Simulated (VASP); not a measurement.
ScSi2:

```xyz
3
Lattice="3.6600 0.0000 0.0000 -1.8300 3.1697 0.0000 0.0000 0.0000 3.8700" Properties=species:S:1:pos:R:3 pbc="T T T"
Sc    0.0000    0.0000    0.0000
Si    0.0000    2.1131    1.9350
Si    1.8300    1.0566    1.9350
```

Base run:

* Program: VASP 6.6.1
* Functional: revPBE
* Potentials or basis: VASP PAW PBE potentials, release 64 (Sc_sv, Si)
* Cutoff: 520 eV
* k mesh: 11 × 11 × 9
* Occupations: fermi-dirac, width 0.1 eV
* Spin: no spin polarisation

Its results: band gap on the k mesh zero (an odd number of electrons rules out a gap without spin polarisation); pressure 27.4 GPa.

Q: The run is repeated on the same cell with these changes: further incar settings from ALGO = Normal; EDIFF = 1e-06; NBANDS = 16 to ALGO = Normal; EDIFF = 1e-07; NBANDS = 16; dispersion from none to D4. What comes out?

A: Band gap on the k mesh zero (an odd number of electrons rules out a gap without spin polarisation); pressure 19.3 GPa.

Caveats: the cell stands under pressure; the PAW data sets were made with another functional, which shifts forces and pressure a little.
